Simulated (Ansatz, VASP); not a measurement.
# One calculation of HgTe, two programs

INCAR

```
SYSTEM = HgTe
ALGO     = Normal         ! electronic algorithm
EDIFF    = 1E-6           ! SCF threshold, eV
EDIFFG   = -0.02          ! ionic threshold
ENCUT    = 600            ! plane-wave cutoff, eV
GGA      = PS             ! functional
IBRION   = 2              ! ionic algorithm
ISIF     = 3              ! what is computed and relaxed
ISMEAR   = -1             ! smearing method
IVDW     = 13             ! dispersion correction
LASPH    = .True.         ! aspherical terms in the spheres
LCHARG   = .False.        ! write CHGCAR
LREAL    = .False.        ! projectors in reciprocal space
LWAVE    = .False.        ! write WAVECAR
NELM     = 80             ! most SCF steps
NSW      = 80             ! ionic steps
PREC     = Accurate       ! precision mode
SIGMA    = 0.05           ! smearing width, eV
```

File KPOINTS:

```
k-points
0
Gamma
  7 7 7
  0 0 0
```

The input POSCAR:

```
HgTe
1.0
    0.0000000000      3.2145000000      3.2145000000
    3.2145000000      0.0000000000      3.2145000000
    3.2145000000      3.2145000000      0.0000000000
Hg Te
1 1
Direct
    0.0000000000      0.0000000000      0.0000000000
    0.7500000000      0.7500000000      0.7500000000
```

File input.yaml:

```yaml
crystal:
  lattice:
    - [0.0, 3.2145, 3.2145]
    - [3.2145, 0.0, 3.2145]
    - [3.2145, 3.2145, 0.0]
  atoms:
    - { symbol: Hg, position: [0.0, 0.0, 0.0] }
    - { symbol: Te, position: [0.75, 0.75, 0.75] }
kpoints:
  mp_grid: { grid: [7, 7, 7] }
scf:
  occupations: { method: fermi_dirac, width: 0.05 }
hamiltonian:
  xc: pbesol
  dispersion: d4
  pseudopotentials: { kind: all_electron, lapw: { basis_error: 0.001 } }
output:
  forces: true
  stress: true
relax:
  f_tol: 0.02
  max_steps: 60
  cell: {}
```

Alike in both runs: task relaxation of cell and atoms; functional PBEsol; dispersion D4; k mesh 7 × 7 × 7; occupations fermi-dirac, width 0.05 eV; no spin polarisation.

|  | VASP | Ansatz |
| --- | --- | --- |
| version | VASP 6.6.1 | Ansatz 0.2.0 |
| potentials or method | VASP PAW PBE potentials, release 64 (Hg, Te), cutoff 600 eV | all-electron LAPW, scalar-relativistic |

```csv
,VASP,Ansatz,Ansatz less VASP
relaxed volume (Å³/atom),33.82,33.73,-0.095
relaxed cell length with the largest relative difference (Å),4.574,4.569,-0.0043
```

VASP's potentials were made for PBE, not for PBEsol. Ansatz ran all-electron here, and VASP with PAW potentials.

Spin-orbit coupling is off throughout.
